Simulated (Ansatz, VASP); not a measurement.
One calculation of SnO2, two programs

INCAR

```
SYSTEM = SnO2
ALGO = Normal
EDIFF = 1E-7
ENCUT = 520
ISIF = 2
ISMEAR = 0
LASPH = .TRUE.
LCHARG = .FALSE.
LREAL = .FALSE.
LWAVE = .FALSE.
NBANDS = 64
NELM = 80
PREC = Accurate
SIGMA = 0.05
```

The input KPOINTS:

```
k-points
0
G
  6 6 6
  0 0 0
```

The input POSCAR:

```
SnO2
1.0
    2.9551233075      1.7061412371      4.5197625946
   -2.9551233075      1.7061412371      4.5197625946
    0.0000000000     -3.4122824741      4.5197625947
Sn O
4 8
Direct
    0.8645353782      0.8645353782      0.8645353782
    0.3648691645      0.3648691645      0.8648751974
    0.3648691645      0.8648751974      0.3648691645
    0.8648751974      0.3648691645      0.3648691645
    0.1199116729      0.6196051221      0.6196051221
    0.6196051221      0.1199116729      0.6196051221
    0.6196051221      0.6196051221      0.1199116729
    0.6099370359      0.6099370359      0.6099370359
    0.1198492242      0.1198492242      0.1198492242
    0.1096932183      0.1096932183      0.6100024814
    0.1096932183      0.6100024814      0.1096932183
    0.6100024814      0.1096932183      0.1096932183
```

Input for Ansatz:

```yaml
crystal:
  lattice:
    - [2.9551233075, 1.7061412371, 4.5197625946]
    - [-2.9551233075, 1.7061412371, 4.5197625946]
    - [0.0, -3.4122824741, 4.5197625947]
  atoms:
    - { symbol: Sn, position: [0.8645353782, 0.8645353782, 0.8645353782] }
    - { symbol: Sn, position: [0.3648691645, 0.3648691645, 0.8648751974] }
    - { symbol: Sn, position: [0.3648691645, 0.8648751974, 0.3648691645] }
    - { symbol: Sn, position: [0.8648751974, 0.3648691645, 0.3648691645] }
    - { symbol: O, position: [0.1199116729, 0.6196051221, 0.6196051221] }
    - { symbol: O, position: [0.6196051221, 0.1199116729, 0.6196051221] }
    - { symbol: O, position: [0.6196051221, 0.6196051221, 0.1199116729] }
    - { symbol: O, position: [0.6099370359, 0.6099370359, 0.6099370359] }
    - { symbol: O, position: [0.1198492242, 0.1198492242, 0.1198492242] }
    - { symbol: O, position: [0.1096932183, 0.1096932183, 0.6100024814] }
    - { symbol: O, position: [0.1096932183, 0.6100024814, 0.1096932183] }
    - { symbol: O, position: [0.6100024814, 0.1096932183, 0.1096932183] }
basis:
  ecutwfc: 520.0
kpoints:
  mp_grid: { grid: [6, 6, 6] }
hamiltonian:
  xc: lda
  pseudopotentials: { kind: paw, azcp: { folder: soft_1 } }
scf:
  occupations: { method: gaussian, width: 0.05 }
output:
  forces: true
  stress: true
  eigenvalues: true
```

Alike in both runs: task single point; functional LDA; k mesh 6 × 6 × 6; occupations gaussian, width 0.05 eV; no spin polarisation.

```csv
,VASP,Ansatz
version,VASP 6.6.1,Ansatz 0.2.0
potentials or method,"VASP PAW LDA potentials, release 64 (Sn_d, O), cutoff 520 eV","scalar-relativistic, plane waves, PAW"
valence electrons in the cell,104,104
```

```tsv
	VASP	Ansatz	Ansatz less VASP
gap on the k mesh at the Fermi level (eV)	3.18	3.19	+0.008
least direct gap on the mesh (eV)	3.18	3.19	+0.008
rms of the force components (eV/Å)	0.340	0.267	-0.0726
```

Ansatz warns that its potentials were made for another functional, while VASP's fit it. LDA's correlation is that of Perdew and Zunger in VASP and of Perdew and Wang (1992) in Ansatz. Atom by atom the forces differ by 0.073 eV/Å (rms over components).
